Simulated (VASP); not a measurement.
# GaN (gw) (P6_3mc) in VASP: G0W0 quasiparticle levels with PBE

Aim: the G0W0 quasiparticle levels of GaN (gw) with PBE.

All numbers are computed with VASP 6.6.1; they aren't measurements. Logs are shortened: lines on timing, memory, paths and dates and some standing lists are left out, and cuts for length are marked.

## Step 1: The cell of the first run

It takes space group P6_3mc (No. 186, hexagonal). Conventional cell: a = 3.218 Å, b = 3.218 Å, c = 5.243 Å, α = 90.00°, β = 90.00°, γ = 120.00°. Within 2.6 Å of Ga (site symmetry 3m) lie 4 N at 1.97 to 1.98 Å. Within 2.6 Å of N (site symmetry 3m) lie 4 Ga at 1.97 to 1.98 Å.

## Step 2: G0W0 quasiparticle levels, PBE

POSCAR reads:

```
GaN
1.0
    3.2184340521      0.0000000000      0.0000000000
   -1.6092170261      2.7872456495      0.0000000000
    0.0000000000      0.0000000000      5.2430136934
Ga N
2 2
Direct
    0.3333333333      0.6666666667     -0.0008688514
    0.6666666667      0.3333333333      0.4991311486
    0.3333333333      0.6666666667      0.3758688514
    0.6666666667      0.3333333333      0.8758688514
```

INCAR.step1 reads:

```
SYSTEM = GaN
ALGO     = Normal         ! electronic algorithm
EDIFF    = 1E-8           ! SCF threshold, eV
ENCUT    = 500            ! plane-wave cutoff, eV
GGA      = PE             ! functional
ISMEAR   = 0              ! smearing method
LASPH    = .True.         ! aspherical terms in the spheres
LCHARG   = .False.        ! write CHGCAR
LREAL    = .False.        ! projectors in reciprocal space
LWAVE    = .True.         ! write WAVECAR
NELM     = 60             ! most SCF steps
PREC     = Accurate       ! precision mode
SIGMA    = 0.01           ! smearing width, eV
```

INCAR.step2 reads:

```
SYSTEM = GaN
ALGO     = Exact          ! electronic algorithm
EDIFF    = 1E-8           ! SCF threshold, eV
ENCUT    = 500            ! plane-wave cutoff, eV
GGA      = PE             ! functional
ISMEAR   = 0              ! smearing method
ISTART   = 1            
LASPH    = .True.         ! aspherical terms in the spheres
LCHARG   = .False.        ! write CHGCAR
LOPTICS  = .True.         ! frequency-dependent dielectric function
LREAL    = .False.        ! projectors in reciprocal space
LWAVE    = .True.         ! write WAVECAR
NBANDS   = 94             ! bands
NELM     = 1              ! most SCF steps
PREC     = Accurate       ! precision mode
SIGMA    = 0.01           ! smearing width, eV
```

INCAR.step3 reads:

```
SYSTEM = GaN
ALGO     = EVGW0          ! electronic algorithm
EDIFF    = 1E-8           ! SCF threshold, eV
ENCUT    = 500            ! plane-wave cutoff, eV
ENCUTGW  = 80.0           ! cutoff of the response function
GGA      = PE             ! functional
ISMEAR   = 0              ! smearing method
ISTART   = 1            
LASPH    = .True.         ! aspherical terms in the spheres
LCHARG   = .False.        ! write CHGCAR
LREAL    = .False.        ! projectors in reciprocal space
LWAVE    = .False.        ! write WAVECAR
NBANDS   = 94             ! bands
NBANDSGW = 26           
NELMGW   = 1            
NOMEGA   = 48             ! frequency points
PREC     = Accurate       ! precision mode
PRECFOCK = Fast         
SIGMA    = 0.01           ! smearing width, eV
```

KPOINTS reads:

```
k-points
0
Gamma
  6 6 2
  0 0 0
```

Potentials or basis: VASP PAW PBE potentials, release 64 (Ga_d_GW, N_GW).

Command:

```
$ cat potpaw_PBE.64/Ga_d_GW/POTCAR potpaw_PBE.64/N_GW/POTCAR > POTCAR
$ cp INCAR.step1 INCAR
$ mpirun -np 1 vasp_std > vasp.out
$ cp INCAR.step2 INCAR
$ mpirun -np 1 vasp_std > vasp.out
$ cp INCAR.step3 INCAR
$ mpirun -np 1 vasp_std > vasp.out
```

OUTCAR:

```text
SYSTEM = GaN
   EDIFF = 1E-8
   ENCUT = 500
   ENCUTGW = 80.0
   GGA = PE
   ISMEAR = 0
   ISTART = 1
   LASPH = .True.
   LREAL = .False.
   NELMGW = 1
   PREC = Accurate
   PRECFOCK = Fast

 ion  position               nearest neighbor table
   1  0.333  0.667  0.999-   4 1.97   4 1.97   4 1.97   3 1.98
   2  0.667  0.333  0.499-   3 1.97   3 1.97   3 1.97   4 1.98
   3  0.333  0.667  0.376-   2 1.97   2 1.97   2 1.97   1 1.98
   4  0.667  0.333  0.876-   1 1.97   1 1.97   1 1.97   2 1.98

  LATTYP: Found a hexagonal cell.
 ALAT       =     3.2184340521
 C/A-ratio  =     1.6290573641

  Lattice vectors:

 A1 = (   3.2184340521,   0.0000000000,   0.0000000000)
 A2 = (  -1.6092170261,   2.7872456495,   0.0000000000)
 A3 = (   0.0000000000,   0.0000000000,   5.2430136934)

Analysis of symmetry for initial positions (statically):
=====================================================================
 Subroutine PRICEL returns:
 Original cell was already a primitive cell.

 Routine SETGRP: Setting up the symmetry group for a
 hexagonal supercell.

 Subroutine GETGRP returns: Found 12 space group operations
 (whereof  6 operations were pure point group operations)
 out of a pool of 24 trial point group operations.

The static configuration has the point symmetry C_3v.
 The point group associated with its full space group is C_6v.

Analysis of symmetry for dynamics (positions and initial velocities):
=====================================================================
 Subroutine PRICEL returns:
 Original cell was already a primitive cell.

 Routine SETGRP: Setting up the symmetry group for a
 hexagonal supercell.

 Subroutine GETGRP returns: Found 12 space group operations
 (whereof  6 operations were pure point group operations)
 out of a pool of 24 trial point group operations.

The dynamic configuration has the point symmetry C_3v.
 The point group associated with its full space group is C_6v.

 Subroutine INISYM returns: Found 12 space group operations
 (whereof  6 operations are pure point group operations),
 and found     1 'primitive' translations

----------------------------------------------------------------------------------------

                                     Primitive cell

  volume of cell :      47.0328

  direct lattice vectors                    reciprocal lattice vectors
     3.218434052  0.000000000  0.000000000     0.310710111  0.179388566  0.000000000
    -1.609217026  2.787245649  0.000000000     0.000000000  0.358777132  0.000000000
     0.000000000  0.000000000  5.243013693     0.000000000  0.000000000  0.190730000

  length of vectors
     3.218434052  3.218434052  5.243013693     0.358777132  0.358777132  0.190730000

  position of ions in fractional coordinates (direct lattice)
     0.333333333  0.666666667  0.999131149
     0.666666667  0.333333333  0.499131149
     0.333333333  0.666666667  0.375868851
     0.666666667  0.333333333  0.875868851

  ion indices of the primitive-cell ions
   primitive index   ion index
                 1           1
                 2           2
                 3           3
                 4           4

----------------------------------------------------------------------------------------

 KPOINTS: k-points

Automatic generation of k-mesh.
 Grid dimensions read from file:
 generate k-points for:    6    6    2

 Generating k-lattice:

  Cartesian coordinates                     Fractional coordinates (reciprocal lattice)
     0.051785018  0.029898094  0.000000000     0.166666667  0.000000000  0.000000000
     0.000000000  0.059796189  0.000000000     0.000000000  0.166666667  0.000000000
     0.000000000  0.000000000  0.095365000     0.000000000  0.000000000  0.500000000

  Length of vectors
     0.059796189  0.059796189  0.095365000

  Shift w.r.t. Gamma in fractional coordinates (k-lattice)
     0.000000000  0.000000000  0.000000000

 Subroutine IBZKPT returns following result:
 ===========================================

 Found     14 irreducible k-points:

 Following reciprocal coordinates:
            Coordinates               Weight
  0.000000  0.000000  0.000000      1.000000
  0.166667  0.000000  0.000000      6.000000
  0.333333 -0.000000  0.000000      6.000000
  0.500000  0.000000  0.000000      3.000000
  0.166667  0.166667  0.000000      6.000000
  0.333333  0.166667  0.000000     12.000000
  0.333333  0.333333  0.000000      2.000000
  0.000000  0.000000  0.500000      1.000000
  0.166667  0.000000  0.500000      6.000000
  0.333333 -0.000000  0.500000      6.000000
  0.500000  0.000000  0.500000      3.000000
  0.166667  0.166667  0.500000      6.000000
  0.333333  0.166667  0.500000     12.000000
  0.333333  0.333333  0.500000      2.000000
   k-points           NKPTS =     14   k-points in BZ     NKDIM =     72   number of bands    NBANDS=     94
   number of dos      NEDOS =    301   number of ions     NIONS =      4
   total plane-waves  NPLWV =  23040
   dimension x,y,z NGX =    24 NGY =   24 NGZ =   40
   dimension x,y,z NGXF=    48 NGYF=   48 NGZF=   80
   ions per type =               2   2
   NGX,Y,Z   is equivalent  to a cutoff of  12.40, 12.40, 12.68 a.u.
   NGXF,Y,Z  is equivalent  to a cutoff of  24.79, 24.79, 25.37 a.u.
 SYSTEM =  GaN
   PREC   = accura    normal or accurate (medium, high low for compatibility)
   ISTART =      1    job   : 0-new  1-cont  2-samecut
   ICHARG =      0    charge: 1-file 2-atom 10-const
   ISPIN  =      1    spin polarized calculation?
   LNONCOLLINEAR =      F non collinear calculations
   LSORBIT =      F    spin-orbit coupling
   LASPH  =      T    aspherical Exc in radial PAW
   ENCUT  =  500.0 eV  36.75 Ry    6.06 a.u.   5.87  5.87  9.56*2*pi/ulx,y,z
   NELM   =     60;   NELMIN=  2; NELMDL=  0     # of ELM steps
   EDIFF  = 0.1E-07   stopping-criterion for ELM
   LREAL  =      F    real-space projection
   EDIFFG = 0.1E-06   stopping-criterion for IOM
   NSW    =      0    number of steps for IOM
   IBRION =     -1    ionic relax: 0-MD 1-quasi-New 2-CG
   NFREE  =      0    steps in history (QN), initial steepest desc. (CG)
   ISIF   =      0    stress and relaxation
   ISYM   =      3    0-nonsym 1-usesym 2-fastsym
   POTIM  = 0.5000    time-step for ionic-motion
   TEBEG  =    0.0;   TEEND  =   0.0 temperature during run
   PSTRESS=    0.0 pullay stress
   NELECT =      36.0000    total number of electrons
   NUPDOWN=      -1.0000    fix difference up-down
   EMIN   =  10.00;   EMAX   =-10.00  energy-range for DOS
   EFERMI =   0.00;   METHOD = LEGACY
   ISMEAR =     0;   SIGMA  =   0.01  broadening in eV -4-tet -1-fermi 0-gaus
   EFERMI_NEDOS =   21; number of points for ismear=-14 and -15
   IALGO  =     38    algorithm
   IMIX   =      4    mixing-type and parameters
     AMIX     =   0.40;   BMIX     =  1.00
     AMIX_MAG =   1.60;   BMIX_MAG =  1.00
  volume/ion in A,a.u.               =      11.76        79.35
  Fermi-wavevector in a.u.,A,eV,Ry     =   1.497529  2.829920 30.512351  2.242595
  Thomas-Fermi vector in A             =   2.609406
   LORBIT       =      0    0 simple, 1 ext, 2 COOP (PROOUT), +10 PAW based schemes
   GGA     = PE    functional components
   LHFCALC =     T    Hartree Fock is set to
   PRECFOCK=fast      Normal, Fast or Accurate (Low or Medium for compatibility)
   ENCUT4O =  -1.0   cutoff for four orbital integrals eV
   NKREDX  =     1    reduce k-point grid by
   NKREDY  =     1    reduce k-point grid by
   NKREDZ  =     1    reduce k-point grid by
   AEXX    =    1.0000 exact exchange contribution
   HFSCREEN=    0.0000 screening length (either q_TF or 0.3 A-1)
   HFSCREENC=   0.0000 screening length for correlation (either q_TF or 0.3 A-1)
   ENCUTFOCK=  -1.0 apply spherical cutoff to Coloumb kernel
   IVDW    =     0    specifies the selected vdW correction
   LEPSILON=     F    determine dielectric tensor
   LRPA    =     F    only Hartree local field effects (RPA)
   LRPAFORCE           =     F    calculate RPA forces
   ENCUTGW             =  80.0    cutoff for response function in eV
   ENCUTGWSOFT         =  64.0    soft cutoff for Coulomb kernel in GW response function in eV
   ENCUTLF             =  -1.0    cutoff for local field effects
   NELMGW              =     1    number of iterations in solving QP/BSE equation
   NELMHF              =     1    number of iterations in the inner HF iteration
   NKREDLFX            =     1    NKREDLFY  =   1   NKREDLFZ  =   1
 non-spin polarized calculation
 Gauss-broadening in eV      SIGMA  =   0.01
  energy-cutoff  :      500.00
  volume of cell :       47.03
 maximum number of plane-waves:      1204
 NGX is ok and might be reduce to    24
  NGX = 14; NGY = 14; NGZ = 24
   NGX = 11   NGY = 11   NGZ = 19
 maximum number of plane-waves:        85
 NGX is ok and might be reduce to    10

 QP shifts <psi_nk| G(iteration)W_0 |psi_nk>: iteration 1
 for sc-GW calculations column KS-energies equals QP-energies in previous step
 and V_xc(KS)=  KS-energies - (<T + V_ion + V_H > + <T+V_H+V_ion>^1  + <V_x>^1)

 k-point   1 :       0.0000    0.0000    0.0000
  band No.  KS-energies  QP-energies   sigma(KS)   V_xc(KS)     V^pw_x(r,r')   Z            occupation Imag(sigma)

      1     -10.9014     -11.7304     -16.0910     -14.8353     -24.5174       0.6602       2.0000       1.0636
      2     -10.1011     -11.9532     -20.9027     -18.2062     -29.4847       0.6869       2.0000       0.6850
      3      -8.6356     -12.1921     -26.4365     -21.5226     -34.8699       0.7238       2.0000       0.2436
      4      -8.6215     -12.1642     -26.4322     -21.5359     -34.8642       0.7235       2.0000       0.2452
      5      -8.6215     -12.1642     -26.4322     -21.5359     -34.8642       0.7235       2.0000       0.2452
      6      -8.5666     -12.1410     -26.5213     -21.5946     -34.9371       0.7255       2.0000       0.2367
[... 18 lines left out ...]
     25      16.3110      17.3201     -10.7374     -12.0404      -5.5516       0.7744       0.0000      -0.1957
     26      16.3110      17.3201     -10.7374     -12.0404      -5.5516       0.7744       0.0000      -0.1957

 k-point   2 :       0.1667    0.0000    0.0000
  band No.  KS-energies  QP-energies   sigma(KS)   V_xc(KS)     V^pw_x(r,r')   Z            occupation Imag(sigma)

      1     -10.6665     -11.6149     -16.7598     -15.3482     -25.1849       0.6719       2.0000       1.0198
      2     -10.0488     -11.9982     -21.2906     -18.4725     -29.8889       0.6917       2.0000       0.6584
      3      -8.6076     -12.1724     -26.4555     -21.5402     -34.8857       0.7252       2.0000       0.2433
      4      -8.5901     -12.1507     -26.4847     -21.5760     -34.9166       0.7254       2.0000       0.2439
      5      -8.5444     -12.1030     -26.3982     -21.5032     -34.7972       0.7270       2.0000       0.2439
      6      -8.5200     -12.1225     -26.6020     -21.6569     -35.0227       0.7285       2.0000       0.2354
[... 18 lines left out ...]
     25      15.9831      16.9417     -10.5839     -11.8197      -5.4119       0.7757       0.0000      -0.1904
     26      16.8113      17.8465     -11.1063     -12.4552      -5.7101       0.7674       0.0000      -0.2394

 k-point   3 :       0.3333   -0.0000    0.0000
  band No.  KS-energies  QP-energies   sigma(KS)   V_xc(KS)     V^pw_x(r,r')   Z            occupation Imag(sigma)

      1     -10.2557     -11.6980     -19.1526     -17.0446     -27.6575       0.6842       2.0000       0.8364
      2      -9.9800     -12.0963     -21.9307     -18.9011     -30.5541       0.6986       2.0000       0.6144
      3      -8.5728     -12.1438     -26.4609     -21.5423     -34.8670       0.7260       2.0000       0.2366
      4      -8.5567     -12.1436     -26.5290     -21.5990     -34.9412       0.7275       2.0000       0.2356
      5      -8.4802     -12.0959     -26.5496     -21.5882     -34.9217       0.7288       2.0000       0.2212
      6      -8.4298     -12.0712     -26.7720     -21.7875     -35.2040       0.7305       2.0000       0.2323
[... 294 lines left out ...]
      1      -9.9820     -11.9725     -21.4834     -18.6233     -30.0823       0.6960       2.0000       0.6500
      2      -9.9820     -11.9725     -21.4834     -18.6233     -30.0823       0.6960       2.0000       0.6500
      3      -8.5441     -12.1358     -26.4404     -21.5091     -34.8193       0.7284       2.0000       0.2298
      4      -8.5441     -12.1358     -26.4404     -21.5091     -34.8193       0.7284       2.0000       0.2298
      5      -8.4848     -12.1133     -26.6502     -21.6844     -35.0663       0.7307       2.0000       0.2328
      6      -8.4848     -12.1133     -26.6502     -21.6844     -35.0663       0.7307       2.0000       0.2328
[... 18 lines left out ...]
     25      17.0385      17.9194     -10.6807     -11.8240      -5.2557       0.7705       0.0000      -0.2595
     26      17.0385      17.9194     -10.6807     -11.8240      -5.2557       0.7705       0.0000      -0.2595

 k-point  14 :       0.3333    0.3333    0.5000
  band No.  KS-energies  QP-energies   sigma(KS)   V_xc(KS)     V^pw_x(r,r')   Z            occupation Imag(sigma)

      1      -9.9519     -12.0236     -21.8015     -18.8344     -30.4138       0.6982       2.0000       0.6247
      2      -9.9519     -12.0236     -21.8015     -18.8344     -30.4138       0.6982       2.0000       0.6247
      3      -8.5114     -12.1201     -26.5269     -21.5809     -34.9212       0.7296       2.0000       0.2300
      4      -8.5114     -12.1201     -26.5269     -21.5809     -34.9212       0.7296       2.0000       0.2300
      5      -8.4983     -12.1095     -26.5898     -21.6316     -34.9901       0.7283       2.0000       0.2311
      6      -8.4983     -12.1095     -26.5898     -21.6316     -34.9901       0.7283       2.0000       0.2311
[... 18 lines left out ...]
     25      18.6268      19.6996     -11.3356     -12.7639      -5.2628       0.7511       0.0000      -0.4111
     26      18.6268      19.6996     -11.3356     -12.7639      -5.2628       0.7511       0.0000      -0.4111
```

It took 7.5 min on 1 thread of Intel Xeon 6975P-C, shared host; peak memory 0.63 GiB.

Results:

```yaml
Band_gap_on_the_k_mesh_mean-field_level: 1.72 eV, direct
Quasiparticle_gap: 2.72 eV
Least_direct_quasiparticle_gap: 2.72 eV
```

Caveat: the k points lie up to 0.60 Å⁻¹ apart; bands, screening cutoff and mesh are small and nothing is extrapolated, so the quasiparticle values aren't converged.
